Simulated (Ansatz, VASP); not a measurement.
## Two plane-wave programs on C3N2

Contents of INCAR:

```
PREC     = Accurate       # precision mode
ENCUT    = 520            # plane-wave cutoff, eV
EDIFF    = 1E-6           # SCF threshold, eV
ISMEAR   = 0              # smearing method
SIGMA    = 0.1            # smearing width, eV
LREAL    = F              # projectors in reciprocal space
LASPH    = T              # aspherical terms in the spheres
NELM     = 150            # most SCF steps
ALGO     = Normal         # electronic algorithm
ISIF     = 2              # what is computed and relaxed
LWAVE    = F              # write WAVECAR
LCHARG   = F              # write CHGCAR
ISPIN    = 2              # spin polarisation
MAGMOM   = 1 1 1 1 1      # initial moments
LORBIT   = 11             # projections on sites
GGA      = PE             # functional
NBANDS   = 23             # bands
```

Contents of KPOINTS:

```
regular mesh
0
Gamma
  6 6 4
```

Contents of POSCAR:

```
C3N2
1.0
    3.6630719200      0.0000000000      0.0000000000
   -1.8315359600      3.1723133400      0.0000000000
    0.0000000000      0.0000000000      5.8435534300
C N
3 2
Direct
    0.3333333300      0.6666666700      0.5802750000
    0.6666666700      0.3333333300      0.4197250000
    0.0000000000      0.0000000000      0.0000000000
    0.3333333300      0.6666666700      0.1648329900
    0.6666666700      0.3333333300      0.8351670100
```

Input for Ansatz:

```yaml
crystal:
  lattice:
    - [3.66307192, 0.0, 0.0]
    - [-1.83153596, 3.17231334, 0.0]
    - [0.0, 0.0, 5.84355343]
  atoms:
    - { symbol: C, position: [0.33333333, 0.66666667, 0.580275], spin: 1.0 }
    - { symbol: C, position: [0.66666667, 0.33333333, 0.419725], spin: 1.0 }
    - { symbol: C, position: [0.0, 0.0, 0.0], spin: 1.0 }
    - { symbol: "N", position: [0.33333333, 0.66666667, 0.16483299], spin: 1.0 }
    - { symbol: "N", position: [0.66666667, 0.33333333, 0.83516701], spin: 1.0 }
basis:
  ecutwfc: 420
kpoints:
  mp_grid: { grid: [6, 6, 4] }
hamiltonian:
  xc: pbe
scf:
  occupations: { method: gaussian, width: 0.1 }
  lower_state_search: "off"
output:
  forces: true
  stress: true
  eigenvalues: true
  populations: true
magnetization:
  spin_polarized: true
```

Change from the starting cell: species swapped into the Mg2Sb3 type (P-3m1, No. 164).

Alike in both runs: task single point; functional PBE; k mesh 6 × 6 × 4; occupations gaussian, width 0.1 eV; collinear spin.

```csv
,VASP,Ansatz
version,VASP 6.6.1,Ansatz 0.2.0
potentials or method,"VASP PAW PBE potentials, release 64 (C, N), cutoff 520 eV","scalar-relativistic, plane waves, PAW"
valence electrons in the cell,22,22
```

```tsv
	VASP	Ansatz	Ansatz less VASP
gap on the k mesh at the Fermi level (eV)	none	none	-
rms of the force components (eV/Å)	0.817	0.817	-0.0006
net moment per atom (μB)	0.22	0.22	-0.001
size of the moment on the site where the two differ most (μB)	0.67	0.82	+0.146
```

Site moments also hang on the region over which each program counts them. Atom by atom the forces differ by 0.002 eV/Å (rms over components). A gap of «none» marks a metal or a gap that the smearing closes. With one functional, cell and mesh, what is left measures potentials, basis and numerics. Ansatz's warnings: seeded moment not kept.
